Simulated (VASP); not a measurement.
# Mo (Im-3m) in VASP: a series of runs

Runs on Mo. Level: LDA. Tasks: relaxation of cell and atoms.

Program: VASP 6.6.1. These are calculated values, not measurements. Logs are shortened: lines on timing, memory, paths and dates and some standing lists are left out, and cuts for length are marked.

## (1) The cell of the first run

It takes space group Im-3m (No. 229, cubic). Conventional cell: a = 3.088 Å, b = 3.088 Å, c = 3.088 Å, α = 90.00°, β = 90.00°, γ = 90.00°. Within 3.5 Å of Mo (site symmetry m-3m) lie 14 Mo at 2.67 to 3.09 Å.

## (2) Relaxation of cell and atoms, LDA, target pressure 18 GPa, at which the enthalpy is minimised

The input, INCAR:

```
ALGO = Normal
EDIFF = 1E-6
EDIFFG = -0.001
ENCUT = 600
IBRION = 2
ISIF = 3
ISMEAR = -1
LASPH = T
LCHARG = F
LREAL = F
LWAVE = F
NELM = 60
NSW = 80
PREC = Accurate
PSTRESS = 180.0
SIGMA = 0.15
```

The input, KPOINTS:

```
k-points
0
Gamma
  20 20 20
```

The input, POSCAR:

```
Mo
1.0
   -1.5440989044      1.5440989044      1.5440989044
    1.5440989044     -1.5440989044      1.5440989044
    1.5440989044      1.5440989044     -1.5440989044
Mo
1
Direct
    0.0000000000      0.0000000000      0.0000000000
```

Potentials or basis: VASP PAW LDA potentials, release 64 (Mo_sv).

Started as:

```sh
cat potpaw_LDA.64/Mo_sv/POTCAR > POTCAR
mpirun -np 1 vasp_std > vasp.out
```

OUTCAR:

```text
EDIFF = 1E-6
   EDIFFG = -0.001
   ENCUT = 600
   IBRION = 2
   ISIF = 3
   ISMEAR = -1
   LASPH = T
   LREAL = F
   NELM = 60
   NSW = 80
   PREC = Accurate
   PSTRESS = 180.0

 ion  position               nearest neighbor table
   1  0.000  0.000  0.000-

  LATTYP: Found a body centered cubic cell.
 ALAT       =     3.0881978088

  Lattice vectors:

 A1 = (  -1.5440989044,   1.5440989044,   1.5440989044)
 A2 = (   1.5440989044,  -1.5440989044,   1.5440989044)
 A3 = (   1.5440989044,   1.5440989044,  -1.5440989044)

Analysis of symmetry for initial positions (statically):
=====================================================================
 Subroutine PRICEL returns:
 Original cell was already a primitive cell.

 Routine SETGRP: Setting up the symmetry group for a
 body centered cubic supercell.

 Subroutine GETGRP returns: Found 48 space group operations
 (whereof 48 operations were pure point group operations)
 out of a pool of 48 trial point group operations.

The static configuration has the point symmetry O_h .

Analysis of symmetry for dynamics (positions and initial velocities):
=====================================================================
 Subroutine PRICEL returns:
 Original cell was already a primitive cell.

 Routine SETGRP: Setting up the symmetry group for a
 body centered cubic supercell.

 Subroutine GETGRP returns: Found 48 space group operations
 (whereof 48 operations were pure point group operations)
 out of a pool of 48 trial point group operations.

The dynamic configuration has the point symmetry O_h .

 Subroutine INISYM returns: Found 48 space group operations
 (whereof 48 operations are pure point group operations),
 and found     1 'primitive' translations

----------------------------------------------------------------------------------------

                                     Primitive cell

  volume of cell :      14.7260

  direct lattice vectors                    reciprocal lattice vectors
    -1.544098904  1.544098904  1.544098904     0.000000000  0.323813454  0.323813454
     1.544098904 -1.544098904  1.544098904     0.323813454  0.000000000  0.323813454
     1.544098904  1.544098904 -1.544098904     0.323813454  0.323813454  0.000000000

  length of vectors
     2.674457754  2.674457754  2.674457754     0.457941379  0.457941379  0.457941379

  position of ions in fractional coordinates (direct lattice)
     0.000000000  0.000000000  0.000000000

  ion indices of the primitive-cell ions
   primitive index   ion index
                 1           1

----------------------------------------------------------------------------------------

 KPOINTS: k-points

Automatic generation of k-mesh.
 Grid dimensions read from file:
 generate k-points for:   20   20   20

 Generating k-lattice:

  Cartesian coordinates                     Fractional coordinates (reciprocal lattice)
     0.000000000  0.016190673  0.016190673     0.050000000  0.000000000  0.000000000
     0.016190673  0.000000000  0.016190673     0.000000000  0.050000000  0.000000000
     0.016190673  0.016190673  0.000000000     0.000000000  0.000000000  0.050000000

  Length of vectors
     0.022897069  0.022897069  0.022897069

  Shift w.r.t. Gamma in fractional coordinates (k-lattice)
     0.000000000  0.000000000  0.000000000

 Subroutine IBZKPT returns following result:
 ===========================================

 Found    256 irreducible k-points:

 Following reciprocal coordinates:
            Coordinates               Weight
  0.000000  0.000000  0.000000      1.000000
  0.050000  0.000000  0.000000     12.000000
  0.100000  0.000000  0.000000     12.000000
  0.150000  0.000000  0.000000     12.000000
  0.200000  0.000000  0.000000     12.000000
  0.250000  0.000000  0.000000     12.000000
[... 16 lines left out ...]
  0.200000  0.100000  0.000000     48.000000
  0.250000  0.100000  0.000000     48.000000
 [... further k-points ...]
   k-points           NKPTS =    256   k-points in BZ     NKDIM =    256   number of bands    NBANDS=     11
   number of dos      NEDOS =    301   number of ions     NIONS =      1
   total plane-waves  NPLWV =  13824
   dimension x,y,z NGX =    24 NGY =   24 NGZ =   24
   dimension x,y,z NGXF=    48 NGYF=   48 NGZF=   48
   ions per type =               1
   NGX,Y,Z   is equivalent  to a cutoff of  14.92, 14.92, 14.92 a.u.
   NGXF,Y,Z  is equivalent  to a cutoff of  29.84, 29.84, 29.84 a.u.
 SYSTEM =  unknown system
   PREC   = accura    normal or accurate (medium, high low for compatibility)
   ISTART =      0    job   : 0-new  1-cont  2-samecut
   ICHARG =      2    charge: 1-file 2-atom 10-const
   ISPIN  =      1    spin polarized calculation?
   LNONCOLLINEAR =      F non collinear calculations
   LSORBIT =      F    spin-orbit coupling
   LASPH  =      T    aspherical Exc in radial PAW
   ENCUT  =  600.0 eV  44.10 Ry    6.64 a.u.   5.34  5.34  5.34*2*pi/ulx,y,z
   NELM   =     60;   NELMIN=  2; NELMDL= -5     # of ELM steps
   EDIFF  = 0.1E-05   stopping-criterion for ELM
   LREAL  =      F    real-space projection
   EDIFFG = -.1E-02   stopping-criterion for IOM
   NSW    =     80    number of steps for IOM
   IBRION =      2    ionic relax: 0-MD 1-quasi-New 2-CG
   NFREE  =      1    steps in history (QN), initial steepest desc. (CG)
   ISIF   =      3    stress and relaxation
   ISYM   =      2    0-nonsym 1-usesym 2-fastsym
   POTIM  = 0.5000    time-step for ionic-motion
   TEBEG  =    0.0;   TEEND  =   0.0 temperature during run
   PSTRESS=  180.0 pullay stress
   NELECT =      14.0000    total number of electrons
   NUPDOWN=      -1.0000    fix difference up-down
   EMIN   =  10.00;   EMAX   =-10.00  energy-range for DOS
   EFERMI =   0.00;   METHOD = LEGACY
   ISMEAR =    -1;   SIGMA  =   0.15  broadening in eV -4-tet -1-fermi 0-gaus
   EFERMI_NEDOS =   21; number of points for ismear=-14 and -15
   IALGO  =     38    algorithm
   IMIX   =      4    mixing-type and parameters
     AMIX     =   0.40;   BMIX     =  1.00
     AMIX_MAG =   1.60;   BMIX_MAG =  1.00
  volume/ion in A,a.u.               =      14.73        99.38
  Fermi-wavevector in a.u.,A,eV,Ry     =   1.609740  3.041967 35.256271  2.591263
  Thomas-Fermi vector in A             =   2.705402
   LORBIT       =      0    0 simple, 1 ext, 2 COOP (PROOUT), +10 PAW based schemes
   GGA     = CA    functional components
   LHFCALC =     F    Hartree Fock is set to
   AEXX    =    0.0000 exact exchange contribution
   IVDW    =     0    specifies the selected vdW correction
   LEPSILON=     F    determine dielectric tensor
   LRPA    =     F    only Hartree local field effects (RPA)
 conjugate gradient relaxation of ions
 non-spin polarized calculation
  energy-cutoff  :      600.00
  volume of cell :       14.73
 maximum number of plane-waves:       531
 NGX is ok and might be reduce to    24
   NGX = 11   NGY = 11   NGZ = 11

--------------------------------------- Ionic step        1  -------------------------------------------

 number of electron      13.9999999 magnetization

 Free energy of the ion-electron system (eV)
  ---------------------------------------------------
  ext. energy  EPLUGINS =         0.00000000
  ---------------------------------------------------
  free energy    TOTEN  =       -12.14450443 eV

  energy without entropy =      -12.09760484  energy(sigma->0) =      -12.12105464

------------------------ aborting loop because EDIFF is reached ----------------------------------------

  FORCE on cell =-STRESS in cart. coord.  units (eV):
  Direction    XX          YY          ZZ          XY          YZ          ZX
  --------------------------------------------------------------------------------------
  -------------------------------------------------------------------------------------
  Total        0.7605470      0.7605470      0.7605470     -0.0000000     -0.0000000      0.0000000
  in kB       82.7468138     82.7468138     82.7468138     -0.0000000     -0.0000000      0.0000000
  external PRESSURE =     -97.2531862 kB  Pullay stress =     180.0000000 kB
[... 90 lines left out ...]
  FREE ENERGIE OF THE ION-ELECTRON SYSTEM (eV)
  ---------------------------------------------------
  free  energy   TOTEN  =       -12.1131891396 eV

  energy  without entropy=      -12.0668186166  energy(sigma->0) =      -12.09000388

  enthalpy is  TOTEN    =       -10.5028030681 eV   P V=        1.6103860715

[... ionic steps 4 to 15 ...]

--------------------------------------- Ionic step       16  -------------------------------------------

 number of electron      14.0000000 magnetization

------------------------ aborting loop because EDIFF is reached ----------------------------------------

  FORCE on cell =-STRESS in cart. coord.  units (eV):
  Direction    XX          YY          ZZ          XY          YZ          ZX
  --------------------------------------------------------------------------------------
  -------------------------------------------------------------------------------------
  Total        1.6161557      1.6161557      1.6161557      0.0000000     -0.0000000      0.0000000
  in kB      180.8880649    180.8880649    180.8880649      0.0000000     -0.0000000      0.0000000
  external PRESSURE =       0.8880649 kB  Pullay stress =     180.0000000 kB
[... 59 lines left out ...]
  enthalpy is  TOTEN    =       -10.5028314555 eV   P V=        1.6082556803

--------------------------------------- Ionic step       18  -------------------------------------------

 number of electron      14.0000000 magnetization

 Free energy of the ion-electron system (eV)
  ---------------------------------------------------
  ext. energy  EPLUGINS =         0.00000000
  ---------------------------------------------------
  free energy    TOTEN  =       -12.11109239 eV

  energy without entropy =      -12.06474679  energy(sigma->0) =      -12.08791959

 E-fermi :  13.9582     XC(G=0): -14.1005

 val. band max:       13.9309627421   @ k =   0.3500   0.0500   0.0000
 cond. band min:      13.9647008558   @ k =  -0.2500   0.3000   0.1000
 fundamental gap:      0.0337381138
 Fermi energy:        13.9581817717

 k-point     1 :       0.0000    0.0000    0.0000
  band No.  band energies     occupation
      1     -47.0235      2.00000
      2     -20.2259      2.00000
      3     -20.2259      2.00000
      4     -20.2259      2.00000
      5       6.4570      2.00000
      6      12.3889      1.99994
      7      12.3889      1.99994
      8      12.3889      1.99994
      9      15.7342      0.00001
     10      15.7342      0.00001
     11      28.8784      0.00000
[... 309 lines left out ...]
 k-point    24 :       0.2500    0.1000    0.0000
  band No.  band energies     occupation
      1     -46.7587      2.00000
      2     -21.4981      2.00000
      3     -20.6396      2.00000
      4     -20.3037      2.00000
      5       8.9274      2.00000
      6      10.8170      2.00000
      7      12.2332      1.99998
      8      15.0564      0.00132
      9      16.3405      0.00000
     10      16.8953      0.00000
     11      28.7110      0.00000

 [... further k-points ...]

------------------------ aborting loop because EDIFF is reached ----------------------------------------

  FORCE on cell =-STRESS in cart. coord.  units (eV):
  Direction    XX          YY          ZZ          XY          YZ          ZX
  --------------------------------------------------------------------------------------
  -------------------------------------------------------------------------------------
  Total        1.6088264      1.6088264      1.6088264      0.0000000     -0.0000000      0.0000000
  in kB      180.0632835    180.0632835    180.0632835      0.0000000     -0.0000000      0.0000000
  external PRESSURE =       0.0632835 kB  Pullay stress =     180.0000000 kB
[... 16 lines left out ...]
  FREE ENERGIE OF THE ION-ELECTRON SYSTEM (eV)
  ---------------------------------------------------
  free  energy   TOTEN  =       -12.1110923912 eV

  energy  without entropy=      -12.0647467901  energy(sigma->0) =      -12.08791959

  enthalpy is  TOTEN    =       -10.5028314578 eV   P V=        1.6082609334

 reached required accuracy - stopping structural energy minimisation
```

Wall time 4.6 min (1 thread of Intel Xeon 8259CL, shared host); peak memory 0.19 GiB.

What came out:

| Property | Result |
| --- | --- |
| Free energy | -12.1111 eV |
| Relaxed volume | 14.32 Å³/atom |
| Relaxed cell | a = 2.649 Å, b = 2.649 Å, c = 2.649 Å, α = 109.47°, β = 109.47°, γ = 109.47° |
| Space group after relaxing (to 0.1 Å) | Im-3m (No. 229) |
| Energy change on relaxing (the run minimises the enthalpy) | +33.4 meV/atom |
| Ionic steps | 18 |
| Pressure after relaxing | 18.0 GPa |
| Band gap on the k mesh | zero (bands 7 and 8 overlap by 6.10 eV) |

The path:
```
step  energy change (eV)  largest force (eV/Å)  pressure (GPa)  volume (Å³)
   1              0.0000                0.0000            8.27        14.73
   2              0.3790                0.0000           64.06        12.90
   3              0.0313                0.0000           17.53        14.33
   4              0.0332                0.0000           17.94        14.32
   5              0.0341                0.0000           18.12        14.31
   6              0.0320                0.0000           17.68        14.33
   7              0.0335                0.0000           18.02        14.31
   8              0.0334                0.0000           18.06        14.31
   9              0.0327                0.0000           17.86        14.32
  10              0.0332                0.0000           17.94        14.32
  11              0.0333                0.0000           17.89        14.32
  12              0.0334                0.0000           17.94        14.32
  13              0.0334                0.0000           17.98        14.32
  14              0.0338                0.0000           18.03        14.31
  15              0.0336                0.0000           18.06        14.31
  16              0.0335                0.0000           18.09        14.31
  17              0.0334                0.0000           18.03        14.32
  18              0.0334                0.0000           18.01        14.32
```

Final structure:
```yaml
crystal:
  lattice:
    - [-1.52960, 1.52960, 1.52960]
    - [1.52960, -1.52960, 1.52960]
    - [1.52960, 1.52960, -1.52960]
  atoms:
    - { symbol: Mo, position: [0.00000, 0.00000, 0.00000] }
```

Levels at points of the mesh, in eV from the Fermi level:
| k point | band 5 | band 6 | band 7 | band 8 | band 9 | band 10 |
| --- | --- | --- | --- | --- | --- | --- |
| (0.00, 0.00, 0.00) | -7.50 | -1.57 | -1.57 | -1.57 | 1.78 | 1.78 |
| (0.50, 0.00, 0.00) | -5.90 | -3.87 | 1.87 | 2.05 | 2.57 | 5.42 |
| (0.50, 0.50, 0.50) | -6.19 | -6.19 | 4.53 | 4.53 | 4.53 | 9.76 |

Caveat: the cell is relaxed towards a set pressure, so the run minimises the enthalpy, not the energy.

## (3) Relaxation of cell and atoms, LDA

This run uses another cell than the first one, of 15.06 Å³/atom.

The input, INCAR:

```
SYSTEM = Mo
  PREC = Accurate
  ENCUT = 600
  EDIFF = 1E-6
  ISMEAR = -1
  SIGMA = 0.15
  LREAL = .False.
  LASPH = .True.
  NELM = 80
  ALGO = Normal
  ISIF = 3
  LWAVE = .False.
  LCHARG = .False.
  IBRION = 2
  NSW = 80
  EDIFFG = -0.001
```

The input, KPOINTS:

```
regular mesh
0
Gamma
  20 20 20
  0 0 0
```

The input, POSCAR:

```
Mo
1.0
   -1.5555908436      1.5555908436      1.5555908436
    1.5555908436     -1.5555908436      1.5555908436
    1.5555908436      1.5555908436     -1.5555908436
Mo
1
Direct
    0.0000000000      0.0000000000      0.0000000000
```

Potentials or basis: VASP PAW LDA potentials, release 64 (Mo_sv).

Started as:

```sh
cat potpaw_LDA.64/Mo_sv/POTCAR > POTCAR
mpirun -np 1 vasp_std > vasp.out
```

It took 1.8 min on 1 thread of Intel Xeon 8259CL, shared host; peak memory 0.18 GiB.

The run converged. Its results:

* Free energy: -12.1549 eV
* Relaxed volume: 15.13 Å³/atom
* Relaxed cell: a = 2.699 Å, b = 2.699 Å, c = 2.699 Å, α = 109.47°, β = 109.47°, γ = 109.47°
* Space group after relaxing (to 0.1 Å): Im-3m (No. 229)
* Energy gained by relaxing: 0.3 meV/atom
* Ionic steps: 4
* Pressure after relaxing: 0.0 GPa
* Band gap on the k mesh: zero (bands 7 and 8 overlap by 5.64 eV)

The path:
```tsv
step	energy change (eV)	largest force (eV/Å)	pressure (GPa)	volume (Å³)
1	0.0000	0.0000	1.38	15.06
2	0.0024	0.0000	-3.95	15.34
3	-0.0003	0.0000	-0.03	15.13
4	-0.0003	0.0000	0.00	15.13
```

Final structure:
```xyz
1
Lattice="-1.5580 1.5580 1.5580 1.5580 -1.5580 1.5580 1.5580 1.5580 -1.5580" Properties=species:S:1:pos:R:3 pbc="T T T"
Mo    0.0000    0.0000    0.0000
```

Levels at points of the mesh, in eV from the Fermi level:
| k point | band 3 | band 4 | band 5 | band 6 | band 7 | band 8 | band 9 | band 10 | band 11 |
| --- | --- | --- | --- | --- | --- | --- | --- | --- | --- |
| (0.00, 0.00, 0.00) | -34.30 | -34.30 | -7.33 | -1.43 | -1.43 | -1.43 | 1.69 | 1.69 | 14.87 |
| (0.50, 0.00, 0.00) | -34.80 | -34.31 | -5.53 | -3.57 | 1.75 | 1.81 | 2.40 | 5.02 | 12.03 |
| (0.50, 0.50, 0.50) | -35.38 | -35.38 | -5.72 | -5.72 | 4.21 | 4.21 | 4.21 | 9.31 | 9.31 |
